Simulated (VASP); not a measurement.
# Cr (P6_3/mmc) in VASP: further runs

Runs on Cr. Level: LDA. Tasks: single point.

All numbers are computed with VASP 6.6.1; they aren't measurements. Logs are shortened: lines on timing, memory, paths and dates and some standing lists are left out, and cuts for length are marked.

## 1. The cell of the first run

Symmetry: P6_3/mmc, No. 194, hexagonal system. The conventional cell has a = 2.571 Å, b = 2.571 Å, c = 4.177 Å, α = 90.00°, β = 90.00°, γ = 120.00°. Cr (site symmetry -6m2) has 12 Cr at 2.56 to 2.57 Å within 3.4 Å.

## 2. Single point, LDA, collinear spin, ferromagnetic start (volume scaled by 0.85)

Contents of INCAR:

```
PREC = Accurate
ENCUT = 520
EDIFF = 1E-7
ISMEAR = -1
SIGMA = 0.03
LREAL = False
LASPH = True
NELM = 150
ALGO = Normal
ISIF = 2
LWAVE = False
LCHARG = True
ISPIN = 2
MAGMOM = 3 3
LORBIT = 11
LMAXMIX = 4
LELF = True
LVHAR = True
NBANDS = 23
```

Contents of KPOINTS:

```
Automatic mesh
0
Gamma
  12 12 7
```

Contents of POSCAR:

```
Cr
1.0
    2.5708859957      0.0000000000      0.0000000000
   -1.2854429979      2.2264525826      0.0000000000
    0.0000000000      0.0000000000      4.1774529260
Cr
2
Direct
    0.3333333333      0.6666666667      0.2500000000
    0.6666666667      0.3333333333      0.7500000000
```

Potentials or basis: VASP PAW LDA potentials, release 64 (Cr_pv).

Launch:

```sh
$ cat potpaw_LDA.64/Cr_pv/POTCAR > POTCAR
$ mpirun -np 1 vasp_std > vasp.out
```

OUTCAR:

```text
PREC = Accurate
   ENCUT = 520
   EDIFF = 1E-7
   ISMEAR = -1
   LREAL = False
   LASPH = True
   NELM = 150
   ISIF = 2
   ISPIN = 2
   LORBIT = 11

 ion  position               nearest neighbor table
   1  0.333  0.667  0.250-   2 2.56   2 2.56   2 2.56   2 2.56   2 2.56   2 2.56
   2  0.667  0.333  0.750-   1 2.56   1 2.56   1 2.56   1 2.56   1 2.56   1 2.56

  LATTYP: Found a hexagonal cell.
 ALAT       =     2.5708859957
 C/A-ratio  =     1.6249078851

  Lattice vectors:

 A1 = (   2.5708859957,   0.0000000000,   0.0000000000)
 A2 = (  -1.2854429979,   2.2264525826,   0.0000000000)
 A3 = (   0.0000000000,   0.0000000000,   4.1774529260)

Analysis of symmetry for initial positions (statically):
=====================================================================
 Subroutine PRICEL returns:
 Original cell was already a primitive cell.

 Routine SETGRP: Setting up the symmetry group for a
 hexagonal supercell.

 Subroutine GETGRP returns: Found 24 space group operations
 (whereof 12 operations were pure point group operations)
 out of a pool of 24 trial point group operations.

The static configuration has the point symmetry D_3d.
 The point group associated with its full space group is D_6h.

Analysis of symmetry for dynamics (positions and initial velocities):
=====================================================================
 Subroutine PRICEL returns:
 Original cell was already a primitive cell.

 Routine SETGRP: Setting up the symmetry group for a
 hexagonal supercell.

 Subroutine GETGRP returns: Found 24 space group operations
 (whereof 12 operations were pure point group operations)
 out of a pool of 24 trial point group operations.

The dynamic configuration has the point symmetry D_3d.
 The point group associated with its full space group is D_6h.

Analysis of structural, dynamic, and magnetic symmetry:
=====================================================================
 Subroutine PRICEL returns:
 Original cell was already a primitive cell.

 Routine SETGRP: Setting up the symmetry group for a
 hexagonal supercell.

 Subroutine GETGRP returns: Found 24 space group operations
 (whereof 12 operations were pure point group operations)
 out of a pool of 24 trial point group operations.

The overall configuration has the point symmetry D_3d.
 The point group associated with its full space group is D_6h.

 Subroutine INISYM returns: Found 24 space group operations
 (whereof 12 operations are pure point group operations),
 and found     1 'primitive' translations

----------------------------------------------------------------------------------------

                                     Primitive cell

  volume of cell :      23.9116

  direct lattice vectors                    reciprocal lattice vectors
     2.570885996  0.000000000  0.000000000     0.388970962  0.224572490  0.000000000
    -1.285442998  2.226452583  0.000000000     0.000000000  0.449144980  0.000000000
     0.000000000  0.000000000  4.177452926     0.000000000  0.000000000  0.239380316

  length of vectors
     2.570885996  2.570885996  4.177452926     0.449144980  0.449144980  0.239380316

  position of ions in fractional coordinates (direct lattice)
     0.333333333  0.666666667  0.250000000
     0.666666667  0.333333333  0.750000000

  ion indices of the primitive-cell ions
   primitive index   ion index
                 1           1
                 2           2

----------------------------------------------------------------------------------------

 KPOINTS: Automatic mesh

Automatic generation of k-mesh.
 Grid dimensions read from file:
 generate k-points for:   12   12    7

 Generating k-lattice:

  Cartesian coordinates                     Fractional coordinates (reciprocal lattice)
     0.032414247  0.018714374  0.000000000     0.083333333  0.000000000  0.000000000
     0.000000000  0.037428748  0.000000000     0.000000000  0.083333333  0.000000000
     0.000000000  0.000000000  0.034197188     0.000000000  0.000000000  0.142857143

  Length of vectors
     0.037428748  0.037428748  0.034197188

  Shift w.r.t. Gamma in fractional coordinates (k-lattice)
     0.000000000  0.000000000  0.000000000

 Subroutine IBZKPT returns following result:
 ===========================================

 Found     76 irreducible k-points:

 Following reciprocal coordinates:
            Coordinates               Weight
  0.000000  0.000000  0.000000      1.000000
  0.083333  0.000000  0.000000      6.000000
  0.166667  0.000000  0.000000      6.000000
  0.250000  0.000000  0.000000      6.000000
  0.333333  0.000000  0.000000      6.000000
  0.416667  0.000000  0.000000      6.000000
[... 16 lines left out ...]
  0.250000  0.000000  0.142857     12.000000
  0.333333  0.000000  0.142857     12.000000
 [... further k-points ...]
   k-points           NKPTS =     76   k-points in BZ     NKDIM =     76   number of bands    NBANDS=     23
   number of dos      NEDOS =    301   number of ions     NIONS =      2
   total plane-waves  NPLWV =  12800
   dimension x,y,z NGX =    20 NGY =   20 NGZ =   32
   dimension x,y,z NGXF=    40 NGYF=   40 NGZF=   64
   ions per type =               2
   NGX,Y,Z   is equivalent  to a cutoff of  12.93, 12.93, 12.73 a.u.
   NGXF,Y,Z  is equivalent  to a cutoff of  25.87, 25.87, 25.47 a.u.
 SYSTEM =  unknown system
   PREC   = accura    normal or accurate (medium, high low for compatibility)
   ISTART =      0    job   : 0-new  1-cont  2-samecut
   ICHARG =      2    charge: 1-file 2-atom 10-const
   ISPIN  =      2    spin polarized calculation?
   LNONCOLLINEAR =      F non collinear calculations
   LSORBIT =      F    spin-orbit coupling
   LASPH  =      T    aspherical Exc in radial PAW
   ENCUT  =  520.0 eV  38.22 Ry    6.18 a.u.   4.78  4.78  7.77*2*pi/ulx,y,z
   NELM   =    150;   NELMIN=  2; NELMDL= -5     # of ELM steps
   EDIFF  = 0.1E-06   stopping-criterion for ELM
   LREAL  =      F    real-space projection
   EDIFFG = 0.1E-05   stopping-criterion for IOM
   NSW    =      0    number of steps for IOM
   IBRION =     -1    ionic relax: 0-MD 1-quasi-New 2-CG
   NFREE  =      0    steps in history (QN), initial steepest desc. (CG)
   ISIF   =      2    stress and relaxation
   ISYM   =      2    0-nonsym 1-usesym 2-fastsym
   POTIM  = 0.5000    time-step for ionic-motion
   TEBEG  =    0.0;   TEEND  =   0.0 temperature during run
   PSTRESS=    0.0 pullay stress
   NELECT =      24.0000    total number of electrons
   NUPDOWN=      -1.0000    fix difference up-down
   EMIN   =  10.00;   EMAX   =-10.00  energy-range for DOS
   EFERMI =   0.00;   METHOD = LEGACY
   ISMEAR =    -1;   SIGMA  =   0.03  broadening in eV -4-tet -1-fermi 0-gaus
   EFERMI_NEDOS =   21; number of points for ismear=-14 and -15
   IALGO  =     38    algorithm
   IMIX   =      4    mixing-type and parameters
     AMIX     =   0.40;   BMIX     =  1.00
     AMIX_MAG =   1.60;   BMIX_MAG =  1.00
  volume/ion in A,a.u.               =      11.96        80.68
  Fermi-wavevector in a.u.,A,eV,Ry     =   1.639115  3.097477 36.554724  2.686696
  Thomas-Fermi vector in A             =   2.729974
   LORBIT       =     11    0 simple, 1 ext, 2 COOP (PROOUT), +10 PAW based schemes
   GGA     = CA    functional components
   LHFCALC =     F    Hartree Fock is set to
   AEXX    =    0.0000 exact exchange contribution
   IVDW    =     0    specifies the selected vdW correction
   LEPSILON=     F    determine dielectric tensor
   LRPA    =     F    only Hartree local field effects (RPA)
 spin polarized calculation
  energy-cutoff  :      520.00
  volume of cell :       23.91
 maximum number of plane-waves:       660
 NGX is ok and might be reduce to    20
   NGX =  9   NGY =  9   NGZ = 15

 number of electron      24.0000012 magnetization      -0.0006217

 number of electron      24.0000012 magnetization       0.0009846

 Free energy of the ion-electron system (eV)
  ---------------------------------------------------
  ext. energy  EPLUGINS =         0.00000000
  ---------------------------------------------------
  free energy    TOTEN  =       -20.23536129 eV

  energy without entropy =      -20.22123905  energy(sigma->0) =      -20.22830017

 E-fermi :  10.1114     XC(G=0): -13.7814

 val. band max:       10.1080238262   @ k =   0.4167   0.1667   0.2857
 cond. band min:      10.1192048490   @ k =   0.4167   0.0000   0.2857
 fundamental gap:      0.0111810228
 Fermi energy:        10.1113875028

 spin component 1

 k-point     1 :       0.0000    0.0000    0.0000
  band No.  band energies     occupation
      1     -32.7103      1.00000
      2     -31.9928      1.00000
      3     -31.9928      1.00000
      4     -31.8799      1.00000
      5     -31.8799      1.00000
      6     -31.8475      1.00000
[... 15 lines left out ...]
     22      29.2934      0.00000
     23      32.1572      0.00000
[... 575 lines left out ...]
      1     -32.5426      1.00000
      2     -32.4035      1.00000
      3     -32.3431      1.00000
      4     -32.1281      1.00000
      5     -31.9674      1.00000
      6     -31.9669      1.00000
[... 15 lines left out ...]
     22      22.1285      0.00000
     23      26.4880      0.00000

 [... further k-points ...]

 spin component 2

 k-point     1 :       0.0000    0.0000    0.0000
  band No.  band energies     occupation
      1     -32.7098      1.00000
      2     -31.9924      1.00000
      3     -31.9924      1.00000
      4     -31.8794      1.00000
      5     -31.8794      1.00000
      6     -31.8471      1.00000
[... 15 lines left out ...]
     22      29.2936      0.00000
     23      32.1574      0.00000
[... 575 lines left out ...]
      1     -32.5421      1.00000
      2     -32.4031      1.00000
      3     -32.3426      1.00000
      4     -32.1277      1.00000
      5     -31.9670      1.00000
      6     -31.9664      1.00000
[... 15 lines left out ...]
     22      22.1288      0.00000
     23      26.4883      0.00000

 [... further k-points ...]

------------------------ aborting loop because EDIFF is reached ----------------------------------------

  FORCE on cell =-STRESS in cart. coord.  units (eV):
  Direction    XX          YY          ZZ          XY          YZ          ZX
  --------------------------------------------------------------------------------------
  -------------------------------------------------------------------------------------
  Total       -3.0264425     -3.0264425     -1.5837632      0.0000000      0.0000000      0.0000000
  in kB     -202.7846937   -202.7846937   -106.1189596      0.0000000      0.0000000      0.0000000
  external PRESSURE =    -170.5627823 kB  Pullay stress =       0.0000000 kB

 VOLUME and BASIS-vectors are now :
 -----------------------------------------------------------------------------
  energy-cutoff  :      520.00
  volume of cell :       23.91
      direct lattice vectors                 reciprocal lattice vectors
     2.570885996  0.000000000  0.000000000     0.388970962  0.224572490  0.000000000
    -1.285442998  2.226452583  0.000000000     0.000000000  0.449144980  0.000000000
     0.000000000  0.000000000  4.177452926     0.000000000  0.000000000  0.239380316

 POSITION                                       TOTAL-FORCE (eV/Angst)
 -----------------------------------------------------------------------------------
     -0.00000      1.48430      1.04436        -0.000000      0.000000      0.000000
      1.28544      0.74215      3.13309         0.000000     -0.000000      0.000000
 -----------------------------------------------------------------------------------
    total drift:                               -0.000000      0.000000     -0.000000

  FREE ENERGIE OF THE ION-ELECTRON SYSTEM (eV)
  ---------------------------------------------------
  free  energy   TOTEN  =       -20.2353612901 eV

  energy  without entropy=      -20.2212390488  energy(sigma->0) =      -20.22830017

 total charge

# of ion       s       p       d       tot
------------------------------------------
    1        0.425   6.352   4.232  11.009
    2        0.425   6.352   4.232  11.009
--------------------------------------------------
tot          0.850  12.704   8.465  22.019

 magnetization (x)

# of ion       s       p       d       tot
------------------------------------------
    1        0.000   0.000   0.000   0.000
    2        0.000   0.000   0.000   0.000
--------------------------------------------------
tot          0.000   0.000   0.001   0.001
```

Wall time 78 s (1 thread of Intel Xeon Platinum 8488C (Sapphire Rapids), shared host); peak memory 0.17 GiB.

Results:

```
Free energy                                           : -20.2354 eV
Pressure                                              : -17.1 GPa
Band gap on the k mesh                                : zero (filled and empty bands overlap)
Net moment                                            : 0.00 μB per cell
Valence electrons inside the program's atomic spheres : Cr 11.01
```

Levels at points of the mesh, in eV from the Fermi level:
Spin up:
```tsv
k point	band 10	band 11	band 12	band 13	band 14	band 15
(0.00, 0.00, 0.00)	-0.42	-0.42	0.07	0.07	0.64	0.64
(0.50, 0.00, 0.00)	-0.90	-0.60	-0.43	0.11	2.45	2.59
```
Spin down:
| k point | band 8 | band 9 | band 10 | band 11 | band 12 | band 13 | band 14 | band 15 | band 16 | band 17 |
| --- | --- | --- | --- | --- | --- | --- | --- | --- | --- | --- |
| (0.00, 0.00, 0.00) | -3.92 | -0.43 | -0.42 | -0.42 | 0.07 | 0.07 | 0.64 | 0.64 | 0.92 | 2.22 |
| (0.50, 0.00, 0.00) | -3.38 | -3.20 | -0.90 | -0.60 | -0.43 | 0.11 | 2.45 | 2.59 | 2.67 | 4.07 |

Caveat: the starting moments collapsed, and a magnetic state may lie lower.

## 3. Single point, LDA, collinear spin, ferromagnetic start (volume scaled by 0.9)

Contents of INCAR:

```
ALGO     = Normal         # electronic algorithm
EDIFF    = 1E-6           # SCF threshold, eV
ENCUT    = 520            # plane-wave cutoff, eV
ISIF     = 2              # what is computed and relaxed
ISMEAR   = -1             # smearing method
ISPIN    = 2              # spin polarisation
LASPH    = True           # aspherical terms in the spheres
LCHARG   = False          # write CHGCAR
LMAXMIX  = 4              # l up to which the mixer works
LORBIT   = 11             # projections on sites
LREAL    = False          # projectors in reciprocal space
LWAVE    = False          # write WAVECAR
MAGMOM   = 3 3            # initial moments
NBANDS   = 23             # bands
NELM     = 150            # most SCF steps
PREC     = Accurate       # precision mode
SIGMA    = 0.03           # smearing width, eV
```

Contents of KPOINTS:

```
k-points
0
Gamma
  12 12 7
```

Contents of POSCAR:

```
Cr
1.0
    2.6203381898      0.0000000000      0.0000000000
   -1.3101690949      2.2692794389      0.0000000000
    0.0000000000      0.0000000000      4.2578081861
Cr
2
Direct
    0.3333333333      0.6666666667      0.2500000000
    0.6666666667      0.3333333333      0.7500000000
```

Potentials or basis: VASP PAW LDA potentials, release 64 (Cr_pv).

Launch:

```sh
$ cat potpaw_LDA.64/Cr_pv/POTCAR > POTCAR
$ mpirun -np 1 vasp_std > vasp.out
```

It took 66 s on 1 thread of Intel Xeon Platinum 8488C (Sapphire Rapids), shared host; peak memory 0.17 GiB.

The run converged. Its results:

```yaml
Free_energy: -20.0400 eV
Pressure: -27.1 GPa
Band_gap_on_the_k_mesh: zero (filled and empty bands overlap)
Net_moment: -0.01 μB per cell
Valence_electrons_inside_the_program's_atomic_spheres: Cr 10.90
```

Stress tensor (GPa, compression positive):
```
-30.12   0.00   0.00
  0.00 -30.12   0.00
  0.00   0.00 -20.94
```

Levels at points of the mesh, in eV from the Fermi level:
Spin up:
| k point | band 8 | band 9 | band 10 | band 11 | band 12 | band 13 | band 14 | band 15 | band 16 | band 17 |
| --- | --- | --- | --- | --- | --- | --- | --- | --- | --- | --- |
| (0.00, 0.00, 0.00) | -3.69 | -0.39 | -0.37 | -0.37 | 0.07 | 0.07 | 0.60 | 0.60 | 0.81 | 2.06 |
| (0.50, 0.00, 0.00) | -3.21 | -2.95 | -0.90 | -0.54 | -0.40 | 0.10 | 2.27 | 2.39 | 2.47 | 3.78 |
Spin down:
| k point | band 8 | band 9 | band 10 | band 11 | band 12 | band 13 | band 14 | band 15 | band 16 | band 17 |
| --- | --- | --- | --- | --- | --- | --- | --- | --- | --- | --- |
| (0.00, 0.00, 0.00) | -3.69 | -0.39 | -0.37 | -0.37 | 0.07 | 0.07 | 0.60 | 0.60 | 0.81 | 2.06 |
| (0.50, 0.00, 0.00) | -3.21 | -2.95 | -0.90 | -0.54 | -0.40 | 0.10 | 2.26 | 2.39 | 2.46 | 3.77 |

Caveat: the starting moments collapsed, and a magnetic state may lie lower.
